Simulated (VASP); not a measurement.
# MoS2 (P6_3/mmc) in VASP: notebook

The runs below take MoS2 through single point, with PBEsol.

Everything below comes from runs of VASP 6.6.1. Logs are shortened: lines on timing, memory, paths and dates and some standing lists are left out, and cuts for length are marked.

### Step 1. The cell of the first run

The structure is hexagonal, space group P6_3/mmc (No. 194). Conventional cell: a = 3.236 Å, b = 3.236 Å, c = 12.319 Å, α = 90.00°, β = 90.00°, γ = 120.00°. Mo (site symmetry -6m2) has 6 S at 2.41 Å within 3.2 Å. S (site symmetry 3m) has 3 Mo at 2.41 Å and 1 S at 3.06 Å within 3.2 Å.

### Step 2. Single point, PBEsol

Input file INCAR:

```
PREC = Accurate
ENCUT = 520
EDIFF = 1E-6
ISMEAR = 1
SIGMA = 0.0797
LREAL = False
LASPH = True
NELM = 60
ALGO = Normal
ISIF = 2
LWAVE = False
LCHARG = False
GGA = PS
NBANDS = 35
```

Input file KPOINTS:

```
Automatic mesh
0
Gamma
  12 12 2
```

Input file POSCAR:

```
MoS2
1.0
    3.2359000000      0.0000000000      0.0000000000
   -1.6179500000      2.8023716041      0.0000000000
    0.0000000000      0.0000000000     12.3189000000
Mo S
2 4
Direct
    0.3333333333      0.6666666667      0.2500000000
    0.6666666667      0.3333333333      0.7500000000
    0.3333333333      0.6666666667      0.6259932117
    0.6666666667      0.3333333333      0.1259932117
    0.3333333333      0.6666666667      0.8740067883
    0.6666666667      0.3333333333      0.3740067883
```

Potentials or basis: VASP PAW PBE potentials, release 64 (Mo_sv, S).

Launch:

```console
$ cat potpaw_PBE.64/Mo_sv/POTCAR potpaw_PBE.64/S/POTCAR > POTCAR
$ mpirun -np 1 vasp_std > vasp.out
```

OUTCAR:

```text
PREC = Accurate
   ENCUT = 520
   EDIFF = 1E-6
   ISMEAR = 1
   LREAL = False
   LASPH = True
   NELM = 60
   ISIF = 2
   GGA = PS

 ion  position               nearest neighbor table
   1  0.333  0.667  0.250-   4 2.41   6 2.41   4 2.41   6 2.41   4 2.41   6 2.41
   2  0.667  0.333  0.750-   3 2.41   5 2.41   3 2.41   5 2.41   3 2.41   5 2.41
   3  0.333  0.667  0.626-   2 2.41   2 2.41   2 2.41
   4  0.667  0.333  0.126-   1 2.41   1 2.41   1 2.41
   5  0.333  0.667  0.874-   2 2.41   2 2.41   2 2.41
   6  0.667  0.333  0.374-   1 2.41   1 2.41   1 2.41

  LATTYP: Found a hexagonal cell.
 ALAT       =     3.2359000000
 C/A-ratio  =     3.8069470626

  Lattice vectors:

 A1 = (   3.2359000000,   0.0000000000,   0.0000000000)
 A2 = (  -1.6179500000,   2.8023716041,   0.0000000000)
 A3 = (   0.0000000000,   0.0000000000,  12.3189000000)

Analysis of symmetry for initial positions (statically):
=====================================================================
 Subroutine PRICEL returns:
 Original cell was already a primitive cell.

 Routine SETGRP: Setting up the symmetry group for a
 hexagonal supercell.

 Subroutine GETGRP returns: Found 24 space group operations
 (whereof 12 operations were pure point group operations)
 out of a pool of 24 trial point group operations.

The static configuration has the point symmetry D_3d.
 The point group associated with its full space group is D_6h.

Analysis of symmetry for dynamics (positions and initial velocities):
=====================================================================
 Subroutine PRICEL returns:
 Original cell was already a primitive cell.

 Routine SETGRP: Setting up the symmetry group for a
 hexagonal supercell.

 Subroutine GETGRP returns: Found 24 space group operations
 (whereof 12 operations were pure point group operations)
 out of a pool of 24 trial point group operations.

The dynamic configuration has the point symmetry D_3d.
 The point group associated with its full space group is D_6h.

 Subroutine INISYM returns: Found 24 space group operations
 (whereof 12 operations are pure point group operations),
 and found     1 'primitive' translations

----------------------------------------------------------------------------------------

                                     Primitive cell

  volume of cell :     111.7102

[... 97 lines left out ...]
   LREAL  =      F    real-space projection
   EDIFFG = 0.1E-04   stopping-criterion for IOM
   NSW    =      0    number of steps for IOM
   IBRION =     -1    ionic relax: 0-MD 1-quasi-New 2-CG
   NFREE  =      0    steps in history (QN), initial steepest desc. (CG)
   ISIF   =      2    stress and relaxation
   ISYM   =      2    0-nonsym 1-usesym 2-fastsym
   POTIM  = 0.5000    time-step for ionic-motion
   TEBEG  =    0.0;   TEEND  =   0.0 temperature during run
   PSTRESS=    0.0 pullay stress
   NELECT =      52.0000    total number of electrons
   NUPDOWN=      -1.0000    fix difference up-down
   EMIN   =  10.00;   EMAX   =-10.00  energy-range for DOS
   EFERMI =   0.00;   METHOD = LEGACY
   ISMEAR =     1;   SIGMA  =   0.08  broadening in eV -4-tet -1-fermi 0-gaus
   EFERMI_NEDOS =   21; number of points for ismear=-14 and -15
   IALGO  =     38    algorithm
   IMIX   =      4    mixing-type and parameters
     AMIX     =   0.40;   BMIX     =  1.00
     AMIX_MAG =   1.60;   BMIX_MAG =  1.00
  volume/ion in A,a.u.               =      18.62       125.64
  Fermi-wavevector in a.u.,A,eV,Ry     =   1.268757  2.397603 21.901892  1.609744
  Thomas-Fermi vector in A             =   2.401834
   LORBIT       =      0    0 simple, 1 ext, 2 COOP (PROOUT), +10 PAW based schemes
   GGA     = PS    functional components
   LHFCALC =     F    Hartree Fock is set to
   AEXX    =    0.0000 exact exchange contribution
   IVDW    =     0    specifies the selected vdW correction
   LEPSILON=     F    determine dielectric tensor
   LRPA    =     F    only Hartree local field effects (RPA)
 non-spin polarized calculation
 Methfessel and Paxton  Order N= 1 SIGMA  =   0.08
  energy-cutoff  :      520.00
  volume of cell :      111.71
 maximum number of plane-waves:      3048
   NGX = 13   NGY = 13   NGZ = 45

 number of electron      52.0000001 magnetization

 Free energy of the ion-electron system (eV)
  ---------------------------------------------------
  ext. energy  EPLUGINS =         0.00000000
  ---------------------------------------------------
  free energy    TOTEN  =       -46.74860812 eV

  energy without entropy =      -46.74862417  energy(sigma->0) =      -46.74861347

 E-fermi :   7.1405     XC(G=0): -10.7505

 val. band max:        7.0733698366   @ k =   0.0000   0.0000   0.0000
 cond. band min:       7.6380749640   @ k =   0.3333   0.3333   0.0000
 fundamental gap:      0.5647051274
 Fermi energy:         7.1404658173

 k-point     1 :       0.0000    0.0000    0.0000
  band No.  band energies     occupation
      1     -54.5622      2.00000
      2     -54.5622      2.00000
      3     -28.7089      2.00000
      4     -28.7088      2.00000
      5     -28.5606      2.00000
      6     -28.5606      2.00000
[... 901 lines left out ...]
     34      10.2850      0.00000
     35      13.5312      0.00000

 [... further k-points ...]

------------------------ aborting loop because EDIFF is reached ----------------------------------------

  FORCE on cell =-STRESS in cart. coord.  units (eV):
  Direction    XX          YY          ZZ          XY          YZ          ZX
  --------------------------------------------------------------------------------------
  -------------------------------------------------------------------------------------
  Total       -5.2635617     -5.2635617      0.0899729      0.0000000     -0.0000000      0.0000000
  in kB      -75.4914130    -75.4914130      1.2904157      0.0000000     -0.0000000      0.0000000
  external PRESSURE =     -49.8974701 kB  Pullay stress =       0.0000000 kB

 VOLUME and BASIS-vectors are now :
 -----------------------------------------------------------------------------
  energy-cutoff  :      520.00
  volume of cell :      111.71
      direct lattice vectors                 reciprocal lattice vectors
     3.235900000  0.000000000  0.000000000     0.309033036  0.178420306  0.000000000
    -1.617950000  2.802371604  0.000000000     0.000000000  0.356840613  0.000000000
     0.000000000  0.000000000 12.318900000     0.000000000  0.000000000  0.081176079

 POSITION                                       TOTAL-FORCE (eV/Angst)
 -----------------------------------------------------------------------------------
     -0.00000      1.86825      3.07972         0.000000     -0.000000      0.000000
      1.61795      0.93412      9.23917        -0.000000      0.000000      0.000000
     -0.00000      1.86825      7.71155        -0.000000     -0.000000      0.003612
      1.61795      0.93412      1.55210        -0.000000      0.000000      0.003612
     -0.00000      1.86825     10.76680         0.000000     -0.000000     -0.003612
      1.61795      0.93412      4.60735         0.000000      0.000000     -0.003612
 -----------------------------------------------------------------------------------
    total drift:                               -0.000000      0.000000     -0.000000

  FREE ENERGIE OF THE ION-ELECTRON SYSTEM (eV)
  ---------------------------------------------------
  free  energy   TOTEN  =       -46.7486081156 eV

  energy  without entropy=      -46.7486241700  energy(sigma->0) =      -46.74861347
```

Run time: 1.8 min. Hardware: 1 thread of Intel Xeon 6975P-C, shared host; peak memory 0.29 GiB.

Results:

| Item | Value |
| --- | --- |
| Free energy | -46.7486 eV |
| Pressure | -5.0 GPa |
| Largest force | 0.004 eV/Å |
| Band gap on the k mesh | 0.56 eV, indirect (least direct gap 1.42 eV) |

Forces in eV/Å, atoms in the order of the input:
```
Mo   0.000  0.000  0.000
Mo   0.000  0.000  0.000
S    0.000  0.000  0.004
S    0.000  0.000  0.004
S    0.000  0.000 -0.004
S    0.000  0.000 -0.004
```

Caveat: the PAW data sets were made with another functional, which shifts forces and pressure a little; this functional lacks dispersion, which binds the layers, so the pressure and a relaxed spacing across them are unreliable. A hybrid or GW would open this gap; PBEsol tends to underestimate it.

### Step 3. Single point, PBEsol

This run uses another cell than the first one, of the same volume but with other edges.

INCAR, as its differences from that of step 2:

```diff
@@ -4,6 +4,6 @@
 ISMEAR = 1
-SIGMA = 0.0797
+SIGMA = 0.151
 LREAL = False
 LASPH = True
-NELM = 60
+NELM = 80
 ALGO = Normal
```

KPOINTS is that of step 2.

POSCAR, as its differences from that of step 2:

```diff
@@ -2,5 +2,5 @@
 1.0
-    3.2359000000      0.0000000000      0.0000000000
-   -1.6179500000      2.8023716041      0.0000000000
-    0.0000000000      0.0000000000     12.3189000000
+    3.1731000000      0.0000000000      0.0000000000
+   -1.5865500000      2.7479852087      0.0000000000
+    0.0000000000      0.0000000000     12.8217000000
 Mo S
```

Potentials or basis: VASP PAW PBE potentials, release 64 (Mo_sv, S).

Launch:

```console
$ cat potpaw_PBE.64/Mo_sv/POTCAR potpaw_PBE.64/S/POTCAR > POTCAR
$ mpirun -np 1 vasp_std > vasp.out
```

OUTCAR:

```text
PREC = Accurate
   ENCUT = 520
   EDIFF = 1E-6
   ISMEAR = 1
   LREAL = False
   LASPH = True
   NELM = 80
   ISIF = 2
   GGA = PS

 ion  position               nearest neighbor table
   1  0.333  0.667  0.250-   4 2.43   6 2.43   4 2.43   6 2.43   4 2.43   6 2.43
   2  0.667  0.333  0.750-   3 2.43   5 2.43   3 2.43   5 2.43   3 2.43   5 2.43
   3  0.333  0.667  0.626-   2 2.43   2 2.43   2 2.43
   4  0.667  0.333  0.126-   1 2.43   1 2.43   1 2.43
   5  0.333  0.667  0.874-   2 2.43   2 2.43   2 2.43
   6  0.667  0.333  0.374-   1 2.43   1 2.43   1 2.43
[... 1122 lines left out ...]
  -------------------------------------------------------------------------------------
  Total       -3.4589656     -3.4589656     -4.9850777      0.0000000      0.0000000      0.0000000
  in kB      -49.5693322    -49.5693322    -71.4395569      0.0000000      0.0000000      0.0000000
  external PRESSURE =     -56.8594071 kB  Pullay stress =       0.0000000 kB

 VOLUME and BASIS-vectors are now :
 -----------------------------------------------------------------------------
  energy-cutoff  :      520.00
  volume of cell :      111.80
      direct lattice vectors                 reciprocal lattice vectors
     3.173100000  0.000000000  0.000000000     0.315149223  0.181951489  0.000000000
    -1.586550000  2.747985209  0.000000000     0.000000000  0.363902978  0.000000000
     0.000000000  0.000000000 12.821700000     0.000000000  0.000000000  0.077992778

 POSITION                                       TOTAL-FORCE (eV/Angst)
 -----------------------------------------------------------------------------------
     -0.00000      1.83199      3.20542         0.000000     -0.000000      0.000000
      1.58655      0.91600      9.61627        -0.000000      0.000000      0.000000
     -0.00000      1.83199      8.02630         0.000000     -0.000000      0.747740
      1.58655      0.91600      1.61545         0.000000     -0.000000      0.747740
     -0.00000      1.83199     11.20625         0.000000      0.000000     -0.747740
      1.58655      0.91600      4.79540         0.000000      0.000000     -0.747740
 -----------------------------------------------------------------------------------
    total drift:                               -0.000000      0.000000     -0.000000

  FREE ENERGIE OF THE ION-ELECTRON SYSTEM (eV)
  ---------------------------------------------------
  free  energy   TOTEN  =       -46.8225009152 eV

  energy  without entropy=      -46.8228138256  energy(sigma->0) =      -46.82260522
```

OSZICAR:

```text
N       E                     dE             d eps       ncg     rms          rms(c)
DAV:   1     0.433212690832E+03    0.43321E+03   -0.29226E+04  2940   0.140E+03
DAV:   2    -0.271089878452E+02   -0.46032E+03   -0.44507E+03  3231   0.361E+02
DAV:   3    -0.493997293473E+02   -0.22291E+02   -0.21886E+02  3237   0.722E+01
DAV:   4    -0.498627393373E+02   -0.46301E+00   -0.46117E+00  3144   0.104E+01
DAV:   5    -0.498719159223E+02   -0.91766E-02   -0.91750E-02  3163   0.150E+00    0.335E+01
DAV:   6    -0.477062243360E+02    0.21657E+01   -0.12634E+01  2895   0.226E+01    0.119E+01
DAV:   7    -0.472522493745E+02    0.45397E+00   -0.63216E+00  2872   0.150E+01    0.784E+00
DAV:   8    -0.468243007846E+02    0.42795E+00   -0.95231E-01  2902   0.646E+00    0.288E+00
DAV:   9    -0.468319320805E+02   -0.76313E-02   -0.12046E-01  3074   0.171E+00    0.130E+00
DAV:  10    -0.468226245925E+02    0.93075E-02   -0.36228E-02  2897   0.129E+00    0.395E-01
DAV:  11    -0.468226852133E+02   -0.60621E-04   -0.20820E-03  2971   0.241E-01    0.225E-01
DAV:  12    -0.468225117750E+02    0.17344E-03   -0.37983E-04  2957   0.109E-01    0.113E-01
DAV:  13    -0.468224970986E+02    0.14676E-04   -0.18275E-04  3021   0.703E-02    0.883E-03
DAV:  14    -0.468225003490E+02   -0.32504E-05   -0.10241E-05  2609   0.163E-02    0.166E-02
DAV:  15    -0.468225009152E+02   -0.56615E-06   -0.98828E-07  2040   0.547E-03
   1 F= -.46822501E+02 E0= -.46822605E+02  d E =0.312910E-03
```

Wall time 1.8 min (1 thread of Intel Xeon 6975P-C, shared host); peak memory 0.29 GiB.

What came out:

```
Free energy            : -46.8225 eV
Pressure               : -5.7 GPa
Largest force          : 0.748 eV/Å
Band gap on the k mesh : 1.04 eV, indirect (least direct gap 1.70 eV)
```

Forces on the atoms (eV/Å):
```
Mo   0.000  0.000  0.000
Mo   0.000  0.000  0.000
S    0.000  0.000  0.748
S    0.000  0.000  0.748
S    0.000  0.000 -0.748
S    0.000  0.000 -0.748
```

Levels at points of the mesh, in eV from the valence-band top:
| k point | band 22 | band 23 | band 24 | band 25 | band 26 | band 27 | band 28 | band 29 | band 30 | band 31 |
| --- | --- | --- | --- | --- | --- | --- | --- | --- | --- | --- |
| (0.00, 0.00, 0.00) | -1.81 | -1.81 | -1.29 | -1.00 | 0.00 | 2.31 | 2.31 | 2.33 | 2.33 | 2.46 |
| (0.50, 0.00, 0.00) | -2.34 | -1.39 | -1.26 | -1.17 | -1.10 | 1.84 | 1.87 | 2.20 | 2.43 | 3.00 |
| (0.00, 0.00, 0.50) | -1.83 | -1.83 | -1.83 | -0.27 | -0.27 | 2.31 | 2.31 | 2.31 | 2.31 | 2.52 |
| (0.50, 0.00, 0.50) | -2.44 | -1.33 | -1.33 | -1.13 | -1.13 | 1.85 | 1.85 | 2.32 | 2.32 | 3.32 |

Caveat: the PAW data sets were made with another functional, which shifts forces and pressure a little; this functional lacks dispersion, which binds the layers, so the pressure and a relaxed spacing across them are unreliable.
